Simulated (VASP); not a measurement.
# Sm (Im-3m) in VASP: a series of runs

Runs on Sm. Level: PBE+U. Tasks: single point.

Everything below comes from runs of VASP 6.6.1. Logs are shortened: lines on timing, memory, paths and dates and some standing lists are left out, and cuts for length are marked.

**1. The cell of the first run**

The structure is cubic, space group Im-3m (No. 229). Conventional cell: a = 4.046 Å, b = 4.046 Å, c = 4.046 Å, α = 90.00°, β = 90.00°, γ = 90.00°. Within 4.6 Å of Sm (site symmetry m-3m) lie 14 Sm at 3.50 to 4.05 Å.

This isn't the form of Sm at room conditions, which is rhombohedral.

**2. Single point, PBE+U, collinear spin, ferromagnetic start**

File INCAR:

```
ALGO = Normal ; EDIFF = 1E-6
ENCUT = 600 ; GGA = PE
GGA_COMPAT = F ; ISIF = 2
ISMEAR = 0 ; ISPIN = 2
LASPH = T ; LCHARG = F
LDAU = T ; LDAUJ = 0
LDAUL = 3 ; LDAUPRINT = 1
LDAUTYPE = 2 ; LDAUU = 6
LMAXMIX = 6 ; LORBIT = 11
LREAL = F ; LWAVE = F
MAGMOM = 5 ; NBANDS = 18
NELM = 200 ; PREC = Accurate
SIGMA = 0.05
```

File KPOINTS:

```
k-points
0
Gamma
  5 5 5
```

File POSCAR:

```
Sm
1.0
   -2.0227879790      2.0227879790      2.0227879790
    2.0227879790     -2.0227879790      2.0227879790
    2.0227879790      2.0227879790     -2.0227879790
Sm
1
Direct
    0.0000000000      0.0000000000      0.0000000000
```

Potentials or basis: VASP PAW PBE potentials, release 64 (Sm).

Run with:

```console
$ cat potpaw_PBE.64/Sm/POTCAR > POTCAR
$ mpirun -np 1 vasp_std > vasp.out
```

OUTCAR:

```text
EDIFF = 1E-6
   ENCUT = 600
   GGA = PE
   ISIF = 2
   ISMEAR = 0
   ISPIN = 2
   LASPH = T
   LORBIT = 11
   LREAL = F
   NELM = 200
   PREC = Accurate

 ion  position               nearest neighbor table
   1  0.000  0.000  0.000-

  LATTYP: Found a body centered cubic cell.
 ALAT       =     4.0455759580

  Lattice vectors:

 A1 = (  -2.0227879790,   2.0227879790,   2.0227879790)
 A2 = (   2.0227879790,  -2.0227879790,   2.0227879790)
 A3 = (   2.0227879790,   2.0227879790,  -2.0227879790)

Analysis of symmetry for initial positions (statically):
=====================================================================
 Subroutine PRICEL returns:
 Original cell was already a primitive cell.

 Routine SETGRP: Setting up the symmetry group for a
 body centered cubic supercell.

 Subroutine GETGRP returns: Found 48 space group operations
 (whereof 48 operations were pure point group operations)
 out of a pool of 48 trial point group operations.

The static configuration has the point symmetry O_h .

Analysis of symmetry for dynamics (positions and initial velocities):
=====================================================================
 Subroutine PRICEL returns:
 Original cell was already a primitive cell.

 Routine SETGRP: Setting up the symmetry group for a
 body centered cubic supercell.

 Subroutine GETGRP returns: Found 48 space group operations
 (whereof 48 operations were pure point group operations)
 out of a pool of 48 trial point group operations.

The dynamic configuration has the point symmetry O_h .

Analysis of structural, dynamic, and magnetic symmetry:
=====================================================================
 Subroutine PRICEL returns:
 Original cell was already a primitive cell.

 Routine SETGRP: Setting up the symmetry group for a
 body centered cubic supercell.

 Subroutine GETGRP returns: Found 48 space group operations
 (whereof 48 operations were pure point group operations)
[... 162 lines left out ...]
  o =  0.5376  v =  0.6124 -0.0000 -0.7906  0.0000 -0.0014  0.0001 -0.0010  0.0000  0.0000  0.0000  0.0000  0.0000  0.0000  0.0000      0.0000  0.0000  0.0000  0.0000  0.0000  0.0000  0.0000  0.0000  0.0000  0.0000  0.0000  0.0000  0.0000  0.0000
  o =  0.9779  v = -0.0000 -1.0000 -0.0000  0.0000  0.0000  0.0000 -0.0000  0.0000  0.0000  0.0000  0.0000  0.0000  0.0000  0.0000      0.0000  0.0000  0.0000  0.0000  0.0000  0.0000  0.0000  0.0000  0.0000  0.0000  0.0000  0.0000  0.0000  0.0000
  o =  0.9785  v =  0.0000  0.0000  0.0000  1.0000 -0.0018 -0.0000  0.0023  0.0000  0.0000  0.0000  0.0000  0.0000  0.0000  0.0000      0.0000  0.0000  0.0000  0.0000  0.0000  0.0000  0.0000  0.0000  0.0000  0.0000  0.0000  0.0000  0.0000  0.0000
  o =  0.9785  v = -0.0046  0.0000 -0.0035  0.0029  0.6124  0.0000 -0.7906  0.0000  0.0000  0.0000  0.0000  0.0000  0.0000  0.0000      0.0000  0.0000  0.0000  0.0000  0.0000  0.0000  0.0000  0.0000  0.0000  0.0000  0.0000  0.0000  0.0000  0.0000
  o =  0.9785  v =  0.7906 -0.0000  0.6124 -0.0000  0.0035 -0.0000 -0.0046  0.0000  0.0000  0.0000  0.0000  0.0000  0.0000  0.0000      0.0000  0.0000  0.0000  0.0000  0.0000  0.0000  0.0000  0.0000  0.0000  0.0000  0.0000  0.0000  0.0000  0.0000

 number of electron      16.0000000 magnetization       6.1598655

 Free energy of the ion-electron system (eV)
  ---------------------------------------------------
  ext. energy  EPLUGINS =         0.00000000
  ---------------------------------------------------
  free energy    TOTEN  =        -6.64598877 eV

  energy without entropy =       -6.63804769  energy(sigma->0) =       -6.64201823

 E-fermi :   3.2076     XC(G=0):  -9.9001

 val. band max:        3.2020466854   @ k =   0.2000   0.2000   0.2000
 cond. band min:       3.2307547913   @ k =  -0.4000   0.4000   0.2000
 fundamental gap:      0.0287081059
 Fermi energy:         3.2075681296

 spin component 1

 k-point     1 :       0.0000    0.0000    0.0000
  band No.  band energies     occupation
      1     -36.7106      1.00000
      2     -15.8277      1.00000
      3     -15.8277      1.00000
      4     -15.8277      1.00000
      5      -1.1959      1.00000
      6       0.2691      1.00000
[... 186 lines left out ...]
      4     -16.4683      1.00000
      5      -0.0349      1.00000
      6       0.2082      1.00000
[... 10 lines left out ...]
     17       9.1518      0.00000
     18      12.9794      0.00000
 Fermi energy:         3.2075681296

 spin component 2

 k-point     1 :       0.0000    0.0000    0.0000
  band No.  band energies     occupation
      1     -34.0931      1.00000
      2     -13.8229      1.00000
      3     -13.8229      1.00000
      4     -13.8229      1.00000
      5      -0.3140      1.00000
      6       6.1464      0.00000
[... 187 lines left out ...]
      5       2.6019      1.00000
      6       2.7662      1.00000
[... 10 lines left out ...]
     17      11.4813      0.00000
     18      14.4348      0.00000

------------------------ aborting loop because EDIFF is reached ----------------------------------------

  FORCE on cell =-STRESS in cart. coord.  units (eV):
  Direction    XX          YY          ZZ          XY          YZ          ZX
  --------------------------------------------------------------------------------------
  -------------------------------------------------------------------------------------
  Total        0.8987017      0.8987017      0.8987017     -0.0000000      0.0000000     -0.0000000
  in kB       43.4925679     43.4925679     43.4925679     -0.0000000      0.0000000     -0.0000000
  external PRESSURE =      43.4925679 kB  Pullay stress =       0.0000000 kB

 VOLUME and BASIS-vectors are now :
 -----------------------------------------------------------------------------
  energy-cutoff  :      600.00
  volume of cell :       33.11
      direct lattice vectors                 reciprocal lattice vectors
    -2.022787979  2.022787979  2.022787979     0.000000000  0.247183593  0.247183593
     2.022787979 -2.022787979  2.022787979     0.247183593  0.000000000  0.247183593
     2.022787979  2.022787979 -2.022787979     0.247183593  0.247183593  0.000000000

 POSITION                                       TOTAL-FORCE (eV/Angst)
 -----------------------------------------------------------------------------------
      0.00000      0.00000      0.00000         0.000000     -0.000000      0.000000
 -----------------------------------------------------------------------------------
    total drift:                               -0.000000     -0.000000     -0.000000

  FREE ENERGIE OF THE ION-ELECTRON SYSTEM (eV)
  ---------------------------------------------------
  free  energy   TOTEN  =        -6.6459887661 eV

  energy  without entropy=       -6.6380476914  energy(sigma->0) =       -6.64201823

 total charge

# of ion       s       p       d       f       tot
--------------------------------------------------
    1        2.086   5.614   0.463   5.521  13.685

 magnetization (x)

# of ion       s       p       d       f       tot
--------------------------------------------------
    1       -0.011  -0.069   0.164   5.517   5.600
```

OSZICAR:

```text
N       E                     dE             d eps       ncg     rms          rms(c)
DAV:   1     0.105561594267E+03    0.10556E+03   -0.62697E+03   888   0.425E+03
DAV:   2     0.142566326615E+02   -0.91305E+02   -0.83004E+02   848   0.292E+02
[... 26 lines left out ...]
DAV:  29    -0.664598905225E+01   -0.55856E-05   -0.35094E-04  1220   0.187E-01    0.147E-01
DAV:  30    -0.664598384784E+01    0.52044E-05   -0.13030E-05  1264   0.393E-02    0.716E-02
DAV:  31    -0.664599030888E+01   -0.64610E-05   -0.39439E-05  1048   0.459E-02    0.128E-01
DAV:  32    -0.664598937239E+01    0.93649E-06   -0.21883E-05   926   0.469E-02    0.423E-02
DAV:  33    -0.664598805692E+01    0.13155E-05   -0.14467E-06   482   0.180E-02    0.232E-02
DAV:  34    -0.664598876614E+01   -0.70922E-06   -0.40057E-07   428   0.765E-03
   1 F= -.66459888E+01 E0= -.66420182E+01  d E =-.794107E-02  mag=     6.1596
```

Wall time 2.7 min (1 thread of Intel Xeon 8259CL, shared host); peak memory 0.19 GiB.

What came out:

| Property | Result |
| --- | --- |
| Free energy | -6.6460 eV |
| Pressure | 4.3 GPa |
| Net moment | 6.16 μB per cell |
| Site moments | Sm +5.60 μB |
| Valence electrons inside the program's atomic spheres | Sm 13.69 |

Eigenvalues of the final occupation matrices:
| site | spin | trace | eigenvalues |
| --- | --- | --- | --- |
| site 1 f | 1 | 5.53 | 0.54 0.54 0.54 0.98 0.98 0.98 0.98 |
| site 1 f | 2 | 0.00 | 0.00 0.00 0.00 0.00 0.00 0.00 0.00 |

Caveat: the k points lie up to 0.44 Å⁻¹ apart; the magnetic or orbital state may not be the lowest; spin-orbit coupling is left out, which moves the levels of the heavy elements. The state reached can hang on the start; a lower one may exist.

**3. Single point, PBE+U, collinear spin, ferromagnetic start**

This run uses another cell than the first one, of 46.01 Å³/atom.

File INCAR:

```
ALGO = Normal
EDIFF = 1E-6
ENCUT = 600
GGA = PE
GGA_COMPAT = False
ISIF = 2
ISMEAR = 0
ISPIN = 2
LASPH = True
LCHARG = False
LDAU = True
LDAUJ = 0
LDAUL = 3
LDAUPRINT = 1
LDAUTYPE = 2
LDAUU = 6
LMAXMIX = 6
LORBIT = 11
LREAL = False
LWAVE = False
MAGMOM = 6.67
NBANDS = 18
NELM = 200
PREC = Accurate
SIGMA = 0.05
```

File KPOINTS:

```
k-points
0
Gamma
  6 6 6
```

File POSCAR:

```
Sm
1.0
   -2.2574227242      2.2574227242      2.2574227242
    2.2574227242     -2.2574227242      2.2574227242
    2.2574227242      2.2574227242     -2.2574227242
Sm
1
Direct
    0.0000000000      0.0000000000      0.0000000000
```

Potentials or basis: VASP PAW PBE potentials, release 64 (Sm).

Run with:

```console
$ cat potpaw_PBE.64/Sm/POTCAR > POTCAR
$ mpirun -np 1 vasp_std > vasp.out
```

It took 98 s on 1 thread of Intel Xeon 8259CL, shared host; peak memory 0.22 GiB.

The run converged. Its results:

```
Free energy                                           : -6.7297 eV
Pressure                                              : -1.3 GPa
Net moment                                            : 6.52 μB per cell
Site moments                                          : Sm +5.73 μB
Valence electrons inside the program's atomic spheres : Sm 13.65
```

Levels at points of the mesh, in eV from the Fermi level:
Spin up:
```csv
k point,band 7,band 8,band 9,band 10,band 11,band 12,band 13,band 14,band 15,band 16
"(0.00, 0.00, 0.00)",-2.57,-2.57,-2.57,-0.13,-0.13,-0.13,1.74,1.74,1.74,3.32
"(0.50, 0.00, 0.00)",-2.62,-2.58,-1.62,-0.07,-0.06,0.03,0.43,0.77,3.23,3.90
"(0.50, 0.50, 0.50)",-2.65,-2.65,-1.04,-1.04,0.08,0.08,0.08,4.62,4.62,4.62
```
Spin down:
```
           k point  band 3  band 4  band 5  band 6  band 7  band 8
(0.00, 0.00, 0.00)  -17.43  -17.43   -3.23    2.67    2.67    2.67
(0.50, 0.00, 0.00)  -17.58  -17.43   -0.73    1.32    1.65    4.33
(0.50, 0.50, 0.50)  -17.76  -17.76   -0.09   -0.09    5.14    5.14
```

Eigenvalues of the final occupation matrices:
```csv
site,spin,trace,eigenvalues
site 1 f,1,5.66,0.58 0.58 0.58 0.98 0.98 0.98 0.98
site 1 f,2,0.00,0.00 0.00 0.00 0.00 0.00 0.00 0.00
```

Caveat: the magnetic or orbital state may not be the lowest; spin-orbit coupling is left out, which moves the levels of the heavy elements. The state reached can hang on the start; a lower one may exist.
